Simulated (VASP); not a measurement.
# Rh: single point with PBE

Rh:

```xyz
2
Lattice="-1.5351 1.5351 1.5351 1.5351 -1.5351 1.5351 3.0701 3.0701 0.0000" Properties=species:S:1:pos:R:3 pbc="T T T"
Rh    0.0000    0.0000    0.0000
Rh    1.5351    1.5351    1.5351
```

```yaml
Program: VASP 6.6.1
Task: single point
Functional: PBE
Potentials_or_basis: VASP PAW PBE potentials, release 64 (Rh_pv)
Cutoff: 520 eV
k_mesh: 13 × 13 × 8
Occupations: fermi-dirac, width 0.05 eV
Spin: no spin polarisation
```

```yaml
Pressure: 0.1 GPa
Band_gap_on_the_k_mesh: zero (band 15 reaches 12.11 eV, above the bottom of band 16 at 9.71 eV)
```

Levels at points of the mesh, in eV from the Fermi level:
```
           k point  band 13  band 14  band 15  band 16  band 17  band 18
(0.00, 0.00, 0.00)    -0.48    -0.42    -0.41    -0.09     1.36     1.53
(0.00, 0.00, 0.50)    -0.93    -0.93    -0.80    -0.80    -0.31    -0.31
```

It took 37 s on 1 thread of Intel(R) Xeon(R) 6975P-C (Granite Rapids), with other jobs on the host, peak memory 0.23 GiB.
